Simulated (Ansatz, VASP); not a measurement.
## One calculation of Au, two programs

```xyz
1
Lattice="0.0000 2.1162 2.1162 2.1162 0.0000 2.1162 2.1162 2.1162 0.0000" Properties=species:S:1:pos:R:3 pbc="T T T"
Au    0.0000    0.0000    0.0000
```

Alike in both runs: task single point; functional PBE; k mesh 12 × 12 × 12; occupations fermi-dirac, width 0.06 eV; no spin polarisation.

|  | VASP | Ansatz |
| --- | --- | --- |
| version | VASP 6.6.1 | Ansatz 0.2 development build |
| potentials or method | VASP PAW PBE potentials, release 64 (Au), cutoff 520 eV | all-electron full-potential LAPW, scalar-relativistic |

Ansatz gave:

| Quantity | Value |
| --- | --- |
| pressure (GPa) | -6.2 |

Problem. Estimate VASP's values.

Solution. Pressure (GPa): -6.3.

Ansatz ran all-electron here, and VASP with PAW potentials.

Spin-orbit coupling is off throughout.
